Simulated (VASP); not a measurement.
# Bi (Ia-3) in VASP: notebook

The runs below take Bi through single point, relaxation of cell and atoms, with PBE.

Program: VASP 6.6.1. These are calculated values, not measurements. Logs are shortened: lines on timing, memory, paths and dates and some standing lists are left out, and cuts for length are marked.

## (1) The cell of the first run

The structure is cubic, space group Ia-3 (No. 206). Conventional cell: a = 8.830 Å, b = 8.830 Å, c = 8.830 Å, α = 90.00°, β = 90.00°, γ = 90.00°. Within 4.0 Å of Bi (site symmetry 3) lie 4 Bi at 3.07 to 3.18 Å.

## (2) Single point, PBE

INCAR

```
  ALGO = Normal
  EDIFF = 1E-6
  ENCUT = 520
  GGA = PE
  ISIF = 2
  ISMEAR = 0
  LASPH = True
  LCHARG = False
  LREAL = False
  LWAVE = False
  NBANDS = 70
  NELM = 100
  PREC = Accurate
  SIGMA = 0.1
```

KPOINTS

```
k-points
0
Gamma
  4 4 4
```

POSCAR

```
Bi
1.0
   -4.4147659065      4.4147659065      4.4147659065
    4.4147659065     -4.4147659065      4.4147659065
    4.4147659065      4.4147659065     -4.4147659065
Bi
8
Direct
    0.2005486186      0.2005486186      0.2005486186
    0.5000000000      0.0000000000      0.2994513814
    0.2994513814      0.5000000000      0.0000000000
    0.0000000000      0.2994513814      0.5000000000
    0.7994513814      0.7994513814      0.7994513814
    0.5000000000      0.0000000000      0.7005486186
    0.7005486186      0.5000000000      0.0000000000
    0.0000000000      0.7005486186      0.5000000000
```

Potentials or basis: VASP PAW PBE potentials, release 64 (Bi_d).

The run is started by

```sh
$ cat potpaw_PBE.64/Bi_d/POTCAR > POTCAR
$ mpirun -np 1 vasp_std > vasp.out
```

OUTCAR:

```text
EDIFF = 1E-6
   ENCUT = 520
   GGA = PE
   ISIF = 2
   ISMEAR = 0
   LASPH = True
   LREAL = False
   NELM = 100
   PREC = Accurate

 ion  position               nearest neighbor table
   1  0.201  0.201  0.201-   5 3.07   3 3.18   4 3.18   2 3.18
   2  0.500  0.000  0.299-   6 3.07   1 3.18   3 3.18   4 3.18
   3  0.299  0.500  0.000-   7 3.07   2 3.18   1 3.18   4 3.18
   4  0.000  0.299  0.500-   8 3.07   3 3.18   1 3.18   2 3.18
   5  0.799  0.799  0.799-   1 3.07   6 3.18   7 3.18   8 3.18
   6  0.500  0.000  0.701-   2 3.07   5 3.18   7 3.18   8 3.18
   7  0.701  0.500  0.000-   3 3.07   5 3.18   8 3.18   6 3.18
   8  0.000  0.701  0.500-   4 3.07   5 3.18   7 3.18   6 3.18

  LATTYP: Found a body centered cubic cell.
 ALAT       =     8.8295318130

  Lattice vectors:

 A1 = (  -4.4147659065,   4.4147659065,   4.4147659065)
 A2 = (   4.4147659065,  -4.4147659065,   4.4147659065)
 A3 = (   4.4147659065,   4.4147659065,  -4.4147659065)

Analysis of symmetry for initial positions (statically):
=====================================================================
 Subroutine PRICEL returns:
 Original cell was already a primitive cell.

 Routine SETGRP: Setting up the symmetry group for a
 body centered cubic supercell.

 Subroutine GETGRP returns: Found 24 space group operations
 (whereof  6 operations were pure point group operations)
 out of a pool of 48 trial point group operations.

The static configuration has the point symmetry S_6 .
 The point group associated with its full space group is T_h .

Analysis of symmetry for dynamics (positions and initial velocities):
=====================================================================
 Subroutine PRICEL returns:
 Original cell was already a primitive cell.

 Routine SETGRP: Setting up the symmetry group for a
 body centered cubic supercell.

 Subroutine GETGRP returns: Found 24 space group operations
 (whereof  6 operations were pure point group operations)
 out of a pool of 48 trial point group operations.

The dynamic configuration has the point symmetry S_6 .
 The point group associated with its full space group is T_h .

 Subroutine INISYM returns: Found 24 space group operations
 (whereof  6 operations are pure point group operations),
 and found     1 'primitive' translations

----------------------------------------------------------------------------------------

                                     Primitive cell

  volume of cell :     344.1779

  direct lattice vectors                    reciprocal lattice vectors
    -4.414765906  4.414765906  4.414765906     0.000000000  0.113256288  0.113256288
     4.414765906 -4.414765906  4.414765906     0.113256288  0.000000000  0.113256288
     4.414765906  4.414765906 -4.414765906     0.113256288  0.113256288  0.000000000

  length of vectors
     7.646598854  7.646598854  7.646598854     0.160168579  0.160168579  0.160168579

  position of ions in fractional coordinates (direct lattice)
     0.200548619  0.200548619  0.200548619
     0.500000000  0.000000000  0.299451381
     0.299451381  0.500000000  0.000000000
     0.000000000  0.299451381  0.500000000
     0.799451381  0.799451381  0.799451381
     0.500000000  0.000000000  0.700548619
     0.700548619  0.500000000  0.000000000
     0.000000000  0.700548619  0.500000000

  ion indices of the primitive-cell ions
   primitive index   ion index
                 1           1
                 2           2
                 3           3
                 4           4
                 5           5
                 6           6
                 7           7
                 8           8

----------------------------------------------------------------------------------------

 KPOINTS: k-points

Automatic generation of k-mesh.
 Grid dimensions read from file:
 generate k-points for:    4    4    4

 Generating k-lattice:

  Cartesian coordinates                     Fractional coordinates (reciprocal lattice)
     0.000000000  0.028314072  0.028314072     0.250000000  0.000000000  0.000000000
     0.028314072  0.000000000  0.028314072     0.000000000  0.250000000  0.000000000
     0.028314072  0.028314072  0.000000000     0.000000000  0.000000000  0.250000000

  Length of vectors
     0.040042145  0.040042145  0.040042145

  Shift w.r.t. Gamma in fractional coordinates (k-lattice)
     0.000000000  0.000000000  0.000000000

 Subroutine IBZKPT returns following result:
 ===========================================

 Found      8 irreducible k-points:

 Following reciprocal coordinates:
            Coordinates               Weight
  0.000000  0.000000  0.000000      1.000000
  0.250000  0.000000  0.000000     12.000000
  0.500000  0.000000  0.000000      6.000000
  0.250000  0.250000  0.000000     24.000000
  0.250000  0.250000  0.250000      2.000000
 -0.250000  0.250000  0.250000      6.000000
  0.500000  0.500000  0.250000     12.000000
  0.500000  0.500000  0.500000      1.000000
   k-points           NKPTS =      8   k-points in BZ     NKDIM =      8   number of bands    NBANDS=     70
   number of dos      NEDOS =    301   number of ions     NIONS =      8
   total plane-waves  NPLWV = 216000
   dimension x,y,z NGX =    60 NGY =   60 NGZ =   60
   dimension x,y,z NGXF=   120 NGYF=  120 NGZF=  120
   ions per type =               8
   NGX,Y,Z   is equivalent  to a cutoff of  13.04, 13.04, 13.04 a.u.
   NGXF,Y,Z  is equivalent  to a cutoff of  26.09, 26.09, 26.09 a.u.
 SYSTEM =  unknown system
   PREC   = accura    normal or accurate (medium, high low for compatibility)
   ISTART =      0    job   : 0-new  1-cont  2-samecut
   ICHARG =      2    charge: 1-file 2-atom 10-const
   ISPIN  =      1    spin polarized calculation?
   LNONCOLLINEAR =      F non collinear calculations
   LSORBIT =      F    spin-orbit coupling
   LASPH  =      T    aspherical Exc in radial PAW
   ENCUT  =  520.0 eV  38.22 Ry    6.18 a.u.  14.22 14.22 14.22*2*pi/ulx,y,z
   NELM   =    100;   NELMIN=  2; NELMDL= -5     # of ELM steps
   EDIFF  = 0.1E-05   stopping-criterion for ELM
   LREAL  =      F    real-space projection
   EDIFFG = 0.1E-04   stopping-criterion for IOM
   NSW    =      0    number of steps for IOM
   IBRION =     -1    ionic relax: 0-MD 1-quasi-New 2-CG
   NFREE  =      0    steps in history (QN), initial steepest desc. (CG)
   ISIF   =      2    stress and relaxation
   ISYM   =      2    0-nonsym 1-usesym 2-fastsym
   POTIM  = 0.5000    time-step for ionic-motion
   TEBEG  =    0.0;   TEEND  =   0.0 temperature during run
   PSTRESS=    0.0 pullay stress
   NELECT =     120.0000    total number of electrons
   NUPDOWN=      -1.0000    fix difference up-down
   EMIN   =  10.00;   EMAX   =-10.00  energy-range for DOS
   EFERMI =   0.00;   METHOD = LEGACY
   ISMEAR =     0;   SIGMA  =   0.10  broadening in eV -4-tet -1-fermi 0-gaus
   EFERMI_NEDOS =   21; number of points for ismear=-14 and -15
   IALGO  =     38    algorithm
   IMIX   =      4    mixing-type and parameters
     AMIX     =   0.40;   BMIX     =  1.00
     AMIX_MAG =   1.60;   BMIX_MAG =  1.00
  volume/ion in A,a.u.               =      43.02       290.33
  Fermi-wavevector in a.u.,A,eV,Ry     =   1.152235  2.177408 18.063700  1.327645
  Thomas-Fermi vector in A             =   2.288887
   LORBIT       =      0    0 simple, 1 ext, 2 COOP (PROOUT), +10 PAW based schemes
   GGA     = PE    functional components
   LHFCALC =     F    Hartree Fock is set to
   AEXX    =    0.0000 exact exchange contribution
   IVDW    =     0    specifies the selected vdW correction
   LEPSILON=     F    determine dielectric tensor
   LRPA    =     F    only Hartree local field effects (RPA)
 non-spin polarized calculation
 Gauss-broadening in eV      SIGMA  =   0.10
  energy-cutoff  :      520.00
  volume of cell :      344.18
 maximum number of plane-waves:      9400
 NGX is ok and might be reduce to    60
   NGX = 29   NGY = 29   NGZ = 29

 number of electron     119.9999966 magnetization

 Free energy of the ion-electron system (eV)
  ---------------------------------------------------
  ext. energy  EPLUGINS =         0.00000000
  ---------------------------------------------------
  free energy    TOTEN  =       -29.86597305 eV

  energy without entropy =      -29.82659647  energy(sigma->0) =      -29.84628476

 E-fermi :   4.6639     XC(G=0):  -8.5119

 val. band max:        4.6297053340   @ k =   0.5000   0.0000   0.0000
 cond. band min:       4.6888163766   @ k =  -0.2500   0.2500   0.2500
 fundamental gap:      0.0591110426
 Fermi energy:         4.6638558900

 k-point     1 :       0.0000    0.0000    0.0000
  band No.  band energies     occupation
      1     -18.3938      2.00000
      2     -18.3782      2.00000
      3     -18.3782      2.00000
      4     -18.3782      2.00000
      5     -18.3541      2.00000
      6     -18.3541      2.00000
[... 62 lines left out ...]
     69       7.7021      0.00000
     70       8.2355      0.00000

 k-point     2 :       0.2500    0.0000    0.0000
  band No.  band energies     occupation
      1     -18.3931      2.00000
      2     -18.3836      2.00000
      3     -18.3764      2.00000
      4     -18.3748      2.00000
      5     -18.3503      2.00000
      6     -18.3483      2.00000
[... 62 lines left out ...]
     69       7.5924      0.00000
     70       7.9070      0.00000

 k-point     3 :       0.5000    0.0000    0.0000
  band No.  band energies     occupation
      1     -18.3898      2.00000
      2     -18.3898      2.00000
      3     -18.3730      2.00000
      4     -18.3730      2.00000
      5     -18.3430      2.00000
      6     -18.3430      2.00000
[... 354 lines left out ...]
     69       6.8784      0.00000
     70       7.2425      0.00000

 k-point     8 :       0.5000    0.5000    0.5000
  band No.  band energies     occupation
      1     -18.3926      2.00000
      2     -18.3926      2.00000
      3     -18.3926      2.00000
      4     -18.3335      2.00000
      5     -18.3335      2.00000
      6     -18.3335      2.00000
[... 62 lines left out ...]
     69       6.7676      0.00000
     70       6.7676      0.00000

------------------------ aborting loop because EDIFF is reached ----------------------------------------

  FORCE on cell =-STRESS in cart. coord.  units (eV):
  Direction    XX          YY          ZZ          XY          YZ          ZX
  --------------------------------------------------------------------------------------
  -------------------------------------------------------------------------------------
  Total       -0.1247910     -0.1247910     -0.1247910      0.0000000     -0.0000000      0.0000000
  in kB       -0.5809127     -0.5809127     -0.5809127      0.0000000     -0.0000000      0.0000000
  external PRESSURE =      -0.5809127 kB  Pullay stress =       0.0000000 kB

 VOLUME and BASIS-vectors are now :
 -----------------------------------------------------------------------------
  energy-cutoff  :      520.00
  volume of cell :      344.18
      direct lattice vectors                 reciprocal lattice vectors
    -4.414765906  4.414765906  4.414765906     0.000000000  0.113256288  0.113256288
     4.414765906 -4.414765906  4.414765906     0.113256288  0.000000000  0.113256288
     4.414765906  4.414765906 -4.414765906     0.113256288  0.113256288  0.000000000

 POSITION                                       TOTAL-FORCE (eV/Angst)
 -----------------------------------------------------------------------------------
      0.88538      0.88538      0.88538        -0.004852     -0.004852     -0.004852
     -0.88538      3.52939      0.88538         0.004852      0.004852     -0.004852
      0.88538     -0.88538      3.52939        -0.004852      0.004852      0.004852
      3.52939      0.88538     -0.88538         0.004852     -0.004852      0.004852
      3.52939      3.52939      3.52939         0.004852      0.004852      0.004852
      0.88538      5.30014     -0.88538        -0.004852     -0.004852      0.004852
     -0.88538      0.88538      5.30014         0.004852     -0.004852     -0.004852
      5.30014     -0.88538      0.88538        -0.004852      0.004852     -0.004852
 -----------------------------------------------------------------------------------
    total drift:                               -0.000000      0.000000     -0.000000

  FREE ENERGIE OF THE ION-ELECTRON SYSTEM (eV)
  ---------------------------------------------------
  free  energy   TOTEN  =       -29.8659730452 eV

  energy  without entropy=      -29.8265964728  energy(sigma->0) =      -29.84628476
```

It took 2.8 min on 1 thread of Intel Xeon Platinum 8488C (Sapphire Rapids), shared host; peak memory 0.53 GiB.

Results:

```
Free energy            : -29.8660 eV
Pressure               : -0.1 GPa
Largest force          : 0.008 eV/Å
Band gap on the k mesh : zero (band 60 reaches 5.05 eV, above the bottom of band 61 at 4.49 eV)
```

Forces in eV/Å, atoms in the order of the input:
```
Bi  -0.005 -0.005 -0.005
Bi   0.005  0.005 -0.005
Bi  -0.005  0.005  0.005
Bi   0.005 -0.005  0.005
Bi   0.005  0.005  0.005
Bi  -0.005 -0.005  0.005
Bi   0.005 -0.005 -0.005
Bi  -0.005  0.005 -0.005
```

Levels at points of the mesh, in eV from the Fermi level:
| k point | band 58 | band 59 | band 60 | band 61 | band 62 | band 63 |
| --- | --- | --- | --- | --- | --- | --- |
| (0.00, 0.00, 0.00) | -1.33 | -1.33 | 0.38 | 0.38 | 0.38 | 1.45 |
| (0.50, 0.00, 0.00) | -1.71 | -0.39 | -0.39 | -0.03 | -0.03 | 1.39 |
| (0.50, 0.50, 0.50) | -1.30 | -0.17 | -0.17 | -0.17 | 0.53 | 0.87 |

Caveat: spin-orbit coupling is left out, which moves the levels of the heavy elements.

(Continued in part 2 of 2.)
